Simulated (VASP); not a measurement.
# KRh (P1) in VASP: settings compared, part 3 of 3

VASP 6.6.1.

## (6) Single point, PBE

File INCAR:

```
SYSTEM = KRh
  PREC = Accurate
  ENCUT = 520
  EDIFF = 1E-7
  ISMEAR = -1
  SIGMA = 0.1
  LREAL = .FALSE.
  LASPH = .TRUE.
  NELM = 60
  ALGO = Normal
  ISIF = 2
  LWAVE = .FALSE.
  LCHARG = .FALSE.
  GGA = PE
  NBANDS = 19
```

File KPOINTS:

```
regular mesh
0
G
  6 6 4
  0 0 0
```

File POSCAR:

```
KRh
1.0
    3.5007390300      0.0000000000      0.0000000000
   -1.7503695200      3.0317289300      0.0000000000
    0.0000000000      0.0000000000      5.8078480500
K Rh
1 1
Direct
    0.3397000000      0.6685000000      0.0738460000
    0.6689570000      0.3263590000      0.8091830000
```

Potentials or basis: VASP PAW PBE potentials, release 64 (K_sv, Rh_pv).

On the command line:

```console
$ cat potpaw_PBE.64/K_sv/POTCAR potpaw_PBE.64/Rh_pv/POTCAR > POTCAR
$ mpirun -np 1 vasp_std > vasp.out
```

OUTCAR:

```text
SYSTEM = KRh
   PREC = Accurate
   ENCUT = 520
   EDIFF = 1E-7
   ISMEAR = -1
   LREAL = .FALSE.
   LASPH = .TRUE.
   NELM = 60
   ISIF = 2
   GGA = PE

 ion  position               nearest neighbor table
   1  0.340  0.669  0.074-   2 2.52   2 2.55   2 2.55
   2  0.669  0.326  0.809-   1 2.52   1 2.55   1 2.55

  LATTYP: Found a hexagonal cell.
 ALAT       =     3.5007390300
 C/A-ratio  =     1.6590348496

  Lattice vectors:

 A1 = (   3.5007390300,   0.0000000000,   0.0000000000)
 A2 = (  -1.7503695200,   3.0317289300,   0.0000000000)
 A3 = (   0.0000000000,   0.0000000000,   5.8078480500)

Analysis of symmetry for initial positions (statically):
=====================================================================
 Subroutine PRICEL returns:
 Original cell was already a primitive cell.

 Routine SETGRP: Setting up the symmetry group for a
 hexagonal supercell.

[... 160 lines left out ...]
  ext. energy  EPLUGINS =         0.00000000
  ---------------------------------------------------
  free energy    TOTEN  =        -4.40295457 eV

  energy without entropy =       -4.26765719  energy(sigma->0) =       -4.33530588

 E-fermi :   1.7822     XC(G=0):  -8.2394

 val. band max:        1.7068539576   @ k =   0.3333   0.3333   0.0000
 cond. band min:       1.7970431784   @ k =  -0.3333   0.1667   0.0000
 fundamental gap:      0.0901892208
 Fermi energy:         1.7822474215

 k-point     1 :       0.0000    0.0000    0.0000
  band No.  band energies     occupation
      1     -42.8171      2.00000
      2     -42.8101      2.00000
      3     -42.5802      2.00000
      4     -28.6370      2.00000
      5     -12.3489      2.00000
      6     -11.9321      2.00000
[... 505 lines left out ...]
      6     -12.1301      2.00000
[... 11 lines left out ...]
     18       9.9794      0.00000
     19      10.6961      0.00000

 [... further k-points ...]

------------------------ aborting loop because EDIFF is reached ----------------------------------------

  FORCE on cell =-STRESS in cart. coord.  units (eV):
  Direction    XX          YY          ZZ          XY          YZ          ZX
  --------------------------------------------------------------------------------------
  -------------------------------------------------------------------------------------
  Total        1.5030159      1.6660682      2.6372338      0.0035982     -0.0434696      0.0017737
  in kB       39.0668876     43.3049956     68.5478557      0.0935247     -1.1298755      0.0461029
  external PRESSURE =      50.3065796 kB  Pullay stress =       0.0000000 kB

 VOLUME and BASIS-vectors are now :
 -----------------------------------------------------------------------------
  energy-cutoff  :      520.00
  volume of cell :       61.64
      direct lattice vectors                 reciprocal lattice vectors
     3.500739030  0.000000000  0.000000000     0.285653969  0.164922397  0.000000000
    -1.750369520  3.031728930  0.000000000     0.000000000  0.329844793  0.000000000
     0.000000000  0.000000000  5.807848050     0.000000000  0.000000000  0.172180813

 POSITION                                       TOTAL-FORCE (eV/Angst)
 -----------------------------------------------------------------------------------
      0.01908      2.02671      0.42889         0.001133     -0.028450      2.554087
      1.77060      0.98943      4.69961        -0.001133      0.028450     -2.554087
 -----------------------------------------------------------------------------------
    total drift:                               -0.000006     -0.000091      0.000021

  FREE ENERGIE OF THE ION-ELECTRON SYSTEM (eV)
  ---------------------------------------------------
  free  energy   TOTEN  =        -4.4029545699 eV

  energy  without entropy=       -4.2676571925  energy(sigma->0) =       -4.33530588
```

OSZICAR:

```text
N       E                     dE             d eps       ncg     rms          rms(c)
DAV:   1     0.200392291097E+03    0.20039E+03   -0.13935E+04  3104   0.120E+03
DAV:   2     0.224594136382E+01   -0.19815E+03   -0.19243E+03  3107   0.360E+02
DAV:   3    -0.503716169091E+01   -0.72831E+01   -0.72038E+01  5043   0.605E+01
DAV:   4    -0.517462026634E+01   -0.13746E+00   -0.13680E+00  3414   0.613E+00
DAV:   5    -0.517937358744E+01   -0.47533E-02   -0.47528E-02  4298   0.791E-01    0.985E+00
DAV:   6    -0.465837558989E+01    0.52100E+00   -0.59079E+00  3157   0.128E+01    0.102E+01
DAV:   7    -0.445719344088E+01    0.20118E+00   -0.14686E+00  3200   0.713E+00    0.445E+00
DAV:   8    -0.440395178002E+01    0.53242E-01   -0.30490E-01  3022   0.258E+00    0.899E-01
DAV:   9    -0.440218060054E+01    0.17712E-02   -0.54897E-02  3303   0.164E+00    0.245E-01
DAV:  10    -0.440213059815E+01    0.50002E-04   -0.33017E-03  3272   0.337E-01    0.152E-01
DAV:  11    -0.440280825626E+01   -0.67766E-03   -0.87308E-04  3235   0.165E-01    0.380E-02
DAV:  12    -0.440294034591E+01   -0.13209E-03   -0.27053E-04  3120   0.851E-02    0.133E-02
DAV:  13    -0.440295217387E+01   -0.11828E-04   -0.29651E-05  3830   0.315E-02    0.652E-03
DAV:  14    -0.440295455657E+01   -0.23827E-05   -0.38116E-06  3120   0.105E-02    0.183E-03
DAV:  15    -0.440295456988E+01   -0.13303E-07   -0.49107E-07  2875   0.347E-03
   1 F= -.44029546E+01 E0= -.43353059E+01  d E =-.135297E+00
```

Run time: 91 s. Hardware: 1 thread of Intel Xeon Platinum 8259CL at 2.50GHz (Skylake/Cascade Lake), shared host; peak memory 0.24 GiB.

What came out:

* Free energy: -4.4030 eV
* Pressure: 5.0 GPa
* Largest force: 2.554 eV/Å
* Band gap on the k mesh: zero (bands 12 and 13 overlap by 0.53 eV)

Forces in eV/Å, atoms in the order of the input:
```
K    0.001 -0.028  2.554
Rh  -0.001  0.028 -2.554
```

Stress tensor (GPa, compression positive):
```
 3.91  0.01  0.00
 0.01  4.33 -0.11
 0.00 -0.11  6.85
```

Levels at points of the mesh, in eV from the Fermi level:
| k point | band 8 | band 9 | band 10 | band 11 | band 12 | band 13 | band 14 | band 15 | band 16 | band 17 |
| --- | --- | --- | --- | --- | --- | --- | --- | --- | --- | --- |
| (0.00, 0.00, 0.00) | -2.39 | -1.31 | -0.94 | -0.94 | -0.40 | -0.40 | 2.24 | 4.10 | 7.06 | 7.07 |
| (0.50, 0.00, 0.00) | -1.88 | -0.66 | -0.38 | -0.26 | 0.13 | 1.88 | 2.81 | 4.05 | 5.59 | 7.59 |
| (0.00, 0.50, 0.00) | -1.88 | -0.66 | -0.37 | -0.25 | 0.13 | 1.88 | 2.83 | 4.07 | 5.60 | 7.51 |
| (0.50, 0.50, 0.00) | -1.88 | -0.66 | -0.38 | -0.26 | 0.13 | 1.88 | 2.80 | 4.05 | 5.59 | 7.60 |
| (0.00, 0.00, 0.50) | -1.99 | -0.97 | -0.94 | -0.91 | -0.41 | -0.40 | 0.24 | 5.81 | 7.15 | 7.15 |
| (0.50, 0.00, 0.50) | -1.87 | -0.71 | -0.28 | -0.24 | 0.13 | 2.30 | 2.49 | 4.04 | 5.08 | 6.81 |
| (0.00, 0.50, 0.50) | -1.87 | -0.71 | -0.27 | -0.23 | 0.13 | 2.34 | 2.45 | 4.08 | 5.07 | 6.78 |
| (0.50, 0.50, 0.50) | -1.87 | -0.71 | -0.28 | -0.24 | 0.13 | 2.30 | 2.49 | 4.04 | 5.08 | 6.81 |

Caveat: the cell stands under pressure; forces of over 1 eV/Å act on the atoms, so gaps and moduli don't describe the material at rest.

The gap in the log of VASP goes by the Fermi energy; the results here count the filled bands.